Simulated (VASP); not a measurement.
Runs of VASP 6.6.1 on Pt. The structure is that of space group Fm-3m (No. 225), or close to it. The cells are those of the table. 

| cell | gap on the mesh (eV) | pressure (GPa) |
| --- | --- | --- |
| a = 2.810 Å, angles 60.0°, 1 atom | none | (b) |
| a = 2.755 Å, angles 60.0°, 1 atom | none | 15.8 |
| a = 2.782 Å, angles 60.0°, 1 atom | none | 6.4 |
| a = 2.726 Å, angles 60.0°, 1 atom | none | 27.0 |
| a = 2.836 Å, angles 60.0°, 1 atom | none | (a) |

Alike in all rows: task single point; level PBE; potentials or basis VASP PAW PBE potentials, release 64 (Pt); no spin polarisation; k mesh 13 × 13 × 13; cutoff (eV) 520; smearing methfessel-paxton 0.05 eV.

Question: Estimate the missing entries.

Answer: (a) -7.7; (b) -1.3.

Caveats: spin-orbit coupling is left out, which moves the levels of the heavy elements.

A k mesh can miss the band edges, and the runs leave out spin-orbit coupling on Pt.

A gap of «none» marks levels without a gap at the run's occupations.
